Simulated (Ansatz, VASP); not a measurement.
## Two plane-wave programs on Si

```
CELL_PARAMETERS angstrom
2.76768 1.59792 3.52525
-2.76768 1.59792 3.52525
0.00000 -3.19584 3.52525
ATOMIC_POSITIONS crystal
Si 0.13371 0.13371 0.54689
Si 0.54689 0.13371 0.13371
Si 0.13371 0.54689 0.13371
Si 0.45311 0.86629 0.86629
Si 0.86629 0.86629 0.45311
Si 0.86629 0.45311 0.86629
```

Alike in both runs: task single point; functional PBE; k mesh 6 × 6 × 6; occupations gaussian, width 0.1 eV; no spin polarisation.

|  | VASP | Ansatz |
| --- | --- | --- |
| version | VASP 6.6.1 | Ansatz 0.2.0 |
| potentials or method | VASP PAW PBE potentials, release 64 (Si), cutoff 520 eV | scalar-relativistic, plane waves, PAW |
| valence electrons in the cell | 24 | 24 |

Ansatz gave:

* gap on the k mesh at the Fermi level (eV): none
* pressure (GPa): 27.1
* traceless stress, the component that is largest in VASP (GPa): -8.46
* rms of the force components (eV/Å): 0.821

**Question.** Estimate VASP's values.

**Answer.** gap on the k mesh at the Fermi level (eV): none; pressure (GPa): 27.0; traceless stress, the component that is largest in VASP (GPa): -8.45; rms of the force components (eV/Å): 0.816.

Atom by atom the forces differ by 0.005 eV/Å (rms over components). A gap of «none» marks a metal or a gap that the smearing closes. With one functional, cell and mesh, what is left measures potentials, basis and numerics.
